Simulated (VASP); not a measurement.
A run of VASP 6.6.1:

Contents of INCAR:

```
SYSTEM = IrS2
ALGO = Normal
EDIFF = 1E-6
ENCUT = 520
ISIF = 2
ISMEAR = 0
LASPH = .True.
LCHARG = .False.
LDAU = .True.
LDAUJ = 0 0
LDAUL = 2 -1
LDAUPRINT = 1
LDAUTYPE = 2
LDAUU = 4 0
LMAXMIX = 4
LNONCOLLINEAR = .True.
LORBIT = 11
LREAL = .False.
LWAVE = .False.
MAGMOM = -0.013 0.131 -0.072 0 0 0 0 0 0
NBANDS = 34
NELM = 150
PREC = Accurate
SIGMA = 0.05
```

Contents of KPOINTS:

```
k-points
0
Gamma
  6 6 6
  0 0 0
```

The input POSCAR:

```
IrS2
1.0
    0.0000000000      2.9659919000      2.9659919000
    2.9659919000      0.0000000000      2.9659919000
    2.9659919000      2.9659919000      0.0000000000
Ir S
1 2
Direct
    0.0000000000      0.0000000000      0.0000000000
    0.2500000000      0.2500000000      0.2500000000
    0.7500000000      0.7500000000      0.7500000000
```

Potentials or basis: VASP PAW LDA potentials, release 64 (Ir, S).

Launch:

```bash
$ cat potpaw_LDA.64/Ir/POTCAR potpaw_LDA.64/S/POTCAR > POTCAR
$ mpirun -np 1 vasp_ncl > vasp.out
```

Hardware: 1 thread of Intel(R) Xeon(R) Platinum 8488C (Sapphire Rapids) (shared host).

Problem. Estimate the wall time of this run.

Solution. Run time: 3.2 min on 1 thread of Intel(R) Xeon(R) Platinum 8488C (Sapphire Rapids) (shared host), peak memory 0.42 GiB. Counts: scf iterations 15, k points 112.
